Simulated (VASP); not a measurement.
# BiTe (R-3m) in VASP: further runs

The runs below take BiTe through single point, with PBE, PBEsol.

Program: VASP 6.6.1. These are calculated values, not measurements. Logs are shortened: lines on timing, memory, paths and dates and some standing lists are left out, and cuts for length are marked.

## Step 1: The cell of the first run

Symmetry: R-3m, No. 166, trigonal system. The conventional cell has a = 4.940 Å, b = 4.940 Å, c = 10.147 Å, α = 90.00°, β = 90.00°, γ = 120.00°. Within 4.4 Å of Bi (site symmetry -3m) lie 6 Te at 3.32 Å. Te (site symmetry -3m) has 6 Bi at 3.32 Å within 4.4 Å.

## Step 2: Single point, PBE

File INCAR:

```
SYSTEM = BiTe
PREC     = Accurate       ! precision mode
ENCUT    = 520            ! plane-wave cutoff, eV
EDIFF    = 1E-7           ! SCF threshold, eV
ISMEAR   = -1             ! smearing method
SIGMA    = 0.05           ! smearing width, eV
LREAL    = .FALSE.        ! projectors in reciprocal space
LASPH    = .TRUE.         ! aspherical terms in the spheres
NELM     = 80             ! most SCF steps
ALGO     = Normal         ! electronic algorithm
ISIF     = 2              ! what is computed and relaxed
LWAVE    = .FALSE.        ! write WAVECAR
LCHARG   = .FALSE.        ! write CHGCAR
GGA      = PE             ! functional
NBANDS   = 18             ! bands
```

File KPOINTS:

```
regular mesh
0
G
  7 7 7
  0 0 0
```

File POSCAR:

```
BiTe
1.0
    2.4702239101      1.4261844395      3.3823534125
   -2.4702239101      1.4261844395      3.3823534125
    0.0000000000     -2.8523688790      3.3823534125
Bi Te
1 1
Direct
    0.5000000000      0.5000000000      0.5000000000
    0.0000000000      0.0000000000      0.0000000000
```

Potentials or basis: VASP PAW PBE potentials, release 64 (Bi_d, Te).

Started as:

```
$ cat potpaw_PBE.64/Bi_d/POTCAR potpaw_PBE.64/Te/POTCAR > POTCAR
$ mpirun -np 1 vasp_std > vasp.out
```

OUTCAR:

```text
SYSTEM = BiTe
   PREC = Accurate
   ENCUT = 520
   EDIFF = 1E-7
   ISMEAR = -1
   LREAL = .FALSE.
   LASPH = .TRUE.
   NELM = 80
   ISIF = 2
   GGA = PE

 ion  position               nearest neighbor table
   1  0.500  0.500  0.500-   2 3.32   2 3.32   2 3.32   2 3.32   2 3.32   2 3.32
   2  0.000  0.000  0.000-   1 3.32   1 3.32   1 3.32   1 3.32   1 3.32   1 3.32

  LATTYP: Found a trigonal (rhomboedric) cell.
 ALAT       =     4.4245138522
 COS(alpha) =     0.3765932224

  Lattice vectors:

 A1 = (   2.4702239101,   1.4261844395,   3.3823534125)
 A2 = (  -2.4702239101,   1.4261844395,   3.3823534125)
 A3 = (   0.0000000000,  -2.8523688790,   3.3823534125)

Analysis of symmetry for initial positions (statically):
=====================================================================
 Subroutine PRICEL returns:
 Original cell was already a primitive cell.

 Routine SETGRP: Setting up the symmetry group for a
 trigonal (rhombohedral) supercell.

 Subroutine GETGRP returns: Found 12 space group operations
 (whereof 12 operations were pure point group operations)
 out of a pool of 12 trial point group operations.

The static configuration has the point symmetry D_3d.

Analysis of symmetry for dynamics (positions and initial velocities):
=====================================================================
 Subroutine PRICEL returns:
 Original cell was already a primitive cell.

 Routine SETGRP: Setting up the symmetry group for a
 trigonal (rhombohedral) supercell.

 Subroutine GETGRP returns: Found 12 space group operations
 (whereof 12 operations were pure point group operations)
 out of a pool of 12 trial point group operations.

The dynamic configuration has the point symmetry D_3d.

 Subroutine INISYM returns: Found 12 space group operations
 (whereof 12 operations are pure point group operations),
 and found     1 'primitive' translations

----------------------------------------------------------------------------------------

                                     Primitive cell

  volume of cell :      71.4961

  direct lattice vectors                    reciprocal lattice vectors
     2.470223910  1.426184440  3.382353413     0.202410801  0.116861930  0.098550711
    -2.470223910  1.426184440  3.382353413    -0.202410801  0.116861930  0.098550711
     0.000000000 -2.852368879  3.382353413     0.000000000 -0.233723861  0.098550711

  length of vectors
     4.424513852  4.424513852  4.424513852     0.253651504  0.253651504  0.253651504

  position of ions in fractional coordinates (direct lattice)
     0.500000000  0.500000000  0.500000000
     0.000000000  0.000000000  0.000000000

  ion indices of the primitive-cell ions
   primitive index   ion index
                 1           1
                 2           2

----------------------------------------------------------------------------------------

 KPOINTS: regular mesh

Automatic generation of k-mesh.
 Grid dimensions read from file:
 generate k-points for:    7    7    7

 Generating k-lattice:

  Cartesian coordinates                     Fractional coordinates (reciprocal lattice)
     0.028915829  0.016694561  0.014078673     0.142857143 -0.000000000  0.000000000
    -0.028915829  0.016694561  0.014078673    -0.000000000  0.142857143  0.000000000
     0.000000000 -0.033389123  0.014078673     0.000000000  0.000000000  0.142857143

  Length of vectors
     0.036235929  0.036235929  0.036235929

  Shift w.r.t. Gamma in fractional coordinates (k-lattice)
     0.000000000  0.000000000  0.000000000

 Subroutine IBZKPT returns following result:
 ===========================================

 Found     44 irreducible k-points:

 Following reciprocal coordinates:
            Coordinates               Weight
  0.000000  0.000000  0.000000      1.000000
  0.142857 -0.000000 -0.000000      6.000000
  0.285714 -0.000000  0.000000      6.000000
  0.428571 -0.000000  0.000000      6.000000
  0.142857  0.142857 -0.000000      6.000000
  0.285714  0.142857  0.000000     12.000000
[... 16 lines left out ...]
  0.285714  0.285714  0.142857      6.000000
  0.428571  0.285714  0.142857     12.000000
 [... further k-points ...]
   k-points           NKPTS =     44   k-points in BZ     NKDIM =     44   number of bands    NBANDS=     18
   number of dos      NEDOS =    301   number of ions     NIONS =      2
   total plane-waves  NPLWV =  46656
   dimension x,y,z NGX =    36 NGY =   36 NGZ =   36
   dimension x,y,z NGXF=    72 NGYF=   72 NGZF=   72
   ions per type =               1   1
   NGX,Y,Z   is equivalent  to a cutoff of  13.53, 13.53, 13.53 a.u.
   NGXF,Y,Z  is equivalent  to a cutoff of  27.05, 27.05, 27.05 a.u.
 SYSTEM =  BiTe
   PREC   = accura    normal or accurate (medium, high low for compatibility)
   ISTART =      0    job   : 0-new  1-cont  2-samecut
   ICHARG =      2    charge: 1-file 2-atom 10-const
   ISPIN  =      1    spin polarized calculation?
   LNONCOLLINEAR =      F non collinear calculations
   LSORBIT =      F    spin-orbit coupling
   LASPH  =      T    aspherical Exc in radial PAW
   ENCUT  =  520.0 eV  38.22 Ry    6.18 a.u.   8.23  8.23  8.23*2*pi/ulx,y,z
   NELM   =     80;   NELMIN=  2; NELMDL= -5     # of ELM steps
   EDIFF  = 0.1E-06   stopping-criterion for ELM
   LREAL  =      F    real-space projection
   EDIFFG = 0.1E-05   stopping-criterion for IOM
   NSW    =      0    number of steps for IOM
   IBRION =     -1    ionic relax: 0-MD 1-quasi-New 2-CG
   NFREE  =      0    steps in history (QN), initial steepest desc. (CG)
   ISIF   =      2    stress and relaxation
   ISYM   =      2    0-nonsym 1-usesym 2-fastsym
   POTIM  = 0.5000    time-step for ionic-motion
   TEBEG  =    0.0;   TEEND  =   0.0 temperature during run
   PSTRESS=    0.0 pullay stress
   NELECT =      21.0000    total number of electrons
   NUPDOWN=      -1.0000    fix difference up-down
   EMIN   =  10.00;   EMAX   =-10.00  energy-range for DOS
   EFERMI =   0.00;   METHOD = LEGACY
   ISMEAR =    -1;   SIGMA  =   0.05  broadening in eV -4-tet -1-fermi 0-gaus
   EFERMI_NEDOS =   21; number of points for ismear=-14 and -15
   IALGO  =     38    algorithm
   IMIX   =      4    mixing-type and parameters
     AMIX     =   0.40;   BMIX     =  1.00
     AMIX_MAG =   1.60;   BMIX_MAG =  1.00
  volume/ion in A,a.u.               =      35.75       241.24
  Fermi-wavevector in a.u.,A,eV,Ry     =   1.088230  2.056456 16.112612  1.184244
  Thomas-Fermi vector in A             =   2.224406
   LORBIT       =      0    0 simple, 1 ext, 2 COOP (PROOUT), +10 PAW based schemes
   GGA     = PE    functional components
   LHFCALC =     F    Hartree Fock is set to
   AEXX    =    0.0000 exact exchange contribution
   IVDW    =     0    specifies the selected vdW correction
   LEPSILON=     F    determine dielectric tensor
   LRPA    =     F    only Hartree local field effects (RPA)
 non-spin polarized calculation
  energy-cutoff  :      520.00
  volume of cell :       71.50
 maximum number of plane-waves:      1936
 NGX is ok and might be reduce to    36
   NGX = 17   NGY = 17   NGZ = 17

 number of electron      20.9999995 magnetization

 Free energy of the ion-electron system (eV)
  ---------------------------------------------------
  ext. energy  EPLUGINS =         0.00000000
  ---------------------------------------------------
  free energy    TOTEN  =        -7.14524320 eV

  energy without entropy =       -7.13351008  energy(sigma->0) =       -7.13937664

 E-fermi :   5.9886     XC(G=0):  -9.2185

 val. band max:        5.9287265326   @ k =  -0.4286   0.2857   0.2857
 cond. band min:       6.0681745793   @ k =  -0.2857   0.4286   0.1429
 fundamental gap:      0.1394480467
 Fermi energy:         5.9885836238

 k-point     1 :       0.0000    0.0000    0.0000
  band No.  band energies     occupation
      1     -17.2409      2.00000
      2     -17.2409      2.00000
      3     -17.2234      2.00000
      4     -17.2234      2.00000
      5     -17.2112      2.00000
      6      -7.1130      2.00000
[... 10 lines left out ...]
     17      12.6053      0.00000
     18      12.8104      0.00000

 k-point     2 :       0.1429   -0.0000   -0.0000
  band No.  band energies     occupation
      1     -17.2407      2.00000
      2     -17.2405      2.00000
      3     -17.2242      2.00000
      4     -17.2224      2.00000
      5     -17.2109      2.00000
      6      -6.9526      2.00000
[... 10 lines left out ...]
     17      12.9266      0.00000
     18      13.5305      0.00000

 k-point     3 :       0.2857   -0.0000    0.0000
  band No.  band energies     occupation
      1     -17.2405      2.00000
      2     -17.2398      2.00000
      3     -17.2258      2.00000
      4     -17.2204      2.00000
      5     -17.2098      2.00000
      6      -6.4808      2.00000
[... 10 lines left out ...]
     17      14.3913      0.00000
     18      15.2933      0.00000

 k-point     4 :       0.4286   -0.0000    0.0000
  band No.  band energies     occupation
      1     -17.2405      2.00000
      2     -17.2393      2.00000
      3     -17.2271      2.00000
      4     -17.2192      2.00000
      5     -17.2083      2.00000
      6      -5.7325      2.00000
[... 10 lines left out ...]
     17      14.3452      0.00000
     18      15.5404      0.00000

 k-point     5 :       0.1429    0.1429   -0.0000
  band No.  band energies     occupation
      1     -17.2413      2.00000
      2     -17.2400      2.00000
      3     -17.2241      2.00000
      4     -17.2215      2.00000
      5     -17.2110      2.00000
      6      -6.8889      2.00000
[... 10 lines left out ...]
     17      12.4946      0.00000
     18      13.0464      0.00000

 k-point     6 :       0.2857    0.1429    0.0000
  band No.  band energies     occupation
      1     -17.2415      2.00000
      2     -17.2394      2.00000
      3     -17.2254      2.00000
      4     -17.2193      2.00000
      5     -17.2102      2.00000
      6      -6.5202      2.00000
[... 10 lines left out ...]
     17      13.4876      0.00000
     18      14.2059      0.00000

 k-point     7 :       0.4286    0.1429    0.0000
  band No.  band energies     occupation
      1     -17.2411      2.00000
      2     -17.2393      2.00000
      3     -17.2264      2.00000
      4     -17.2182      2.00000
      5     -17.2087      2.00000
      6      -5.8811      2.00000
[... 10 lines left out ...]
     17      15.4644      0.00000
     18      15.6217      0.00000

 k-point     8 :      -0.4286    0.1429   -0.0000
  band No.  band energies     occupation
      1     -17.2404      2.00000
      2     -17.2395      2.00000
      3     -17.2265      2.00000
      4     -17.2186      2.00000
      5     -17.2085      2.00000
      6      -5.3704      2.00000
[... 10 lines left out ...]
     17      14.7336      0.00000
     18      15.5590      0.00000
[... 229 lines left out ...]
     17      15.1962      0.00000
     18      16.2110      0.00000

 k-point    20 :      -0.4286    0.1429    0.1429
  band No.  band energies     occupation
      1     -17.2412      2.00000
      2     -17.2394      2.00000
      3     -17.2247      2.00000
      4     -17.2186      2.00000
      5     -17.2090      2.00000
      6      -5.2972      2.00000
[... 10 lines left out ...]
     17      14.9304      0.00000
     18      15.3071      0.00000

 k-point    21 :      -0.2857    0.1429    0.1429
  band No.  band energies     occupation
      1     -17.2414      2.00000
      2     -17.2386      2.00000
      3     -17.2238      2.00000
      4     -17.2209      2.00000
      5     -17.2097      2.00000
      6      -5.9328      2.00000
[... 10 lines left out ...]
     17      14.3417      0.00000
     18      14.3737      0.00000

 k-point    22 :      -0.1429    0.1429    0.1429
  band No.  band energies     occupation
      1     -17.2414      2.00000
      2     -17.2389      2.00000
      3     -17.2236      2.00000
      4     -17.2223      2.00000
      5     -17.2104      2.00000
      6      -6.5550      2.00000
[... 10 lines left out ...]
     17      13.5381      0.00000
     18      13.8520      0.00000

 k-point    23 :       0.2857    0.2857    0.1429
  band No.  band energies     occupation
      1     -17.2424      2.00000
      2     -17.2403      2.00000
      3     -17.2227      2.00000
      4     -17.2170      2.00000
      5     -17.2113      2.00000
      6      -6.4477      2.00000
[... 10 lines left out ...]
     17      14.3548      0.00000
     18      14.6995      0.00000

 k-point    24 :       0.4286    0.2857    0.1429
  band No.  band energies     occupation
      1     -17.2429      2.00000
      2     -17.2399      2.00000
      3     -17.2234      2.00000
      4     -17.2156      2.00000
      5     -17.2102      2.00000
      6      -6.0048      2.00000
[... 10 lines left out ...]
     17      14.9305      0.00000
     18      15.9301      0.00000

 [... further k-points ...]
[... 5 lines left out ...]
  --------------------------------------------------------------------------------------
  -------------------------------------------------------------------------------------
  Total       -1.1668096     -1.1668096     -0.8653948      0.0000000      0.0000000      0.0000000
  in kB      -26.1473888    -26.1473888    -19.3928934      0.0000000      0.0000000      0.0000000
  external PRESSURE =     -23.8958904 kB  Pullay stress =       0.0000000 kB

 VOLUME and BASIS-vectors are now :
 -----------------------------------------------------------------------------
  energy-cutoff  :      520.00
  volume of cell :       71.50
      direct lattice vectors                 reciprocal lattice vectors
     2.470223910  1.426184440  3.382353413     0.202410801  0.116861930  0.098550711
    -2.470223910  1.426184440  3.382353413    -0.202410801  0.116861930  0.098550711
     0.000000000 -2.852368879  3.382353413     0.000000000 -0.233723861  0.098550711

 POSITION                                       TOTAL-FORCE (eV/Angst)
 -----------------------------------------------------------------------------------
      0.00000      0.00000      5.07353         0.000000      0.000000      0.000000
      0.00000      0.00000      0.00000         0.000000     -0.000000     -0.000000
 -----------------------------------------------------------------------------------
    total drift:                               -0.000000     -0.000000      0.000000

  FREE ENERGIE OF THE ION-ELECTRON SYSTEM (eV)
  ---------------------------------------------------
  free  energy   TOTEN  =        -7.1452431951 eV

  energy  without entropy=       -7.1335100815  energy(sigma->0) =       -7.13937664
```

It took 37 s on 1 thread of AMD EPYC 9R45 (Zen 5), shared host; peak memory 0.2 GiB.

Results:

```
Free energy : -7.1452 eV
Pressure    : -2.4 GPa
```

Caveat: spin-orbit coupling is left out, which moves the levels of the heavy elements.

## Step 3: Single point, PBEsol (volume scaled by 0.94)

File INCAR:

```
SYSTEM = BiTe
PREC = Accurate
ENCUT = 520
EDIFF = 1E-6
ISMEAR = -1
SIGMA = 0.05
LREAL = .False.
LASPH = .True.
NELM = 80
ALGO = Normal
ISIF = 2
LWAVE = .False.
LCHARG = .False.
GGA = PS
NBANDS = 18
```

File KPOINTS:

```
regular mesh
0
Gamma
  7 7 7
  0 0 0
```

File POSCAR:

```
BiTe
1.0
    2.3732508797      1.3701970343      3.2495731172
   -2.3732508797      1.3701970343      3.2495731172
    0.0000000000     -2.7403940685      3.2495731172
Bi Te
1 1
Direct
    0.5000000000      0.5000000000      0.5000000000
    0.0000000000      0.0000000000      0.0000000000
```

Potentials or basis: VASP PAW PBE potentials, release 64 (Bi_d, Te).

Started as:

```
$ cat potpaw_PBE.64/Bi_d/POTCAR potpaw_PBE.64/Te/POTCAR > POTCAR
$ mpirun -np 1 vasp_std > vasp.out
```

It took 26 s on 1 thread of Intel Xeon Platinum 8488C (Sapphire Rapids), shared host; peak memory 0.2 GiB.

It converged, with:

```
Free energy : -7.9948 eV
Pressure    : 0.8 GPa
```

Stress tensor (GPa, compression positive):
```
1.12 0.00 0.00
0.00 1.12 0.00
0.00 0.00 0.27
```

Levels at points of the mesh, in eV from the Fermi level:
| k point | band 8 | band 9 | band 10 | band 11 | band 12 | band 13 |
| --- | --- | --- | --- | --- | --- | --- |
| (0.00, 0.00, 0.00) | -3.10 | -3.10 | -1.70 | 2.01 | 2.65 | 2.65 |

Caveat: the PAW data sets were made with another functional, which shifts forces and pressure a little; spin-orbit coupling is left out, which moves the levels of the heavy elements.
